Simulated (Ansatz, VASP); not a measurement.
ZrS: VASP beside Ansatz

```xyz
2
Lattice="0.0000 2.5200 2.8350 2.5200 0.0000 2.8350 2.5200 2.5200 0.0000" Properties=species:S:1:pos:R:3 pbc="T T T"
Zr    0.0000    0.0000    0.0000
S     2.5200    2.5200    2.8350
```

Change from the starting cell: strain -0.040 along x and y, +0.080 along z, atoms carried along.

Alike in both runs: task single point; functional PBEsol; k mesh 16 × 16 × 16; occupations gaussian, width 0.15 eV; no spin polarisation.

|  | VASP | Ansatz |
| --- | --- | --- |
| version | VASP 6.6.1 | Ansatz 0.2.0 |
| potentials or method | VASP PAW PBE potentials, release 64 (Zr_sv, S), cutoff 520 eV | scalar-relativistic, plane waves, PAW |
| valence electrons in the cell | 18 | 18 |

```csv
,VASP,Ansatz,Ansatz less VASP
gap on the k mesh at the Fermi level (eV),none,none,-
pressure (GPa),-1.1,-1.3,-0.20
"traceless stress, the component that is largest in VASP (GPa)",-14.89,-14.77,+0.117
```

VASP's potentials were made for PBE, not for PBEsol. A gap of «none» marks a metal or a gap that the smearing closes.
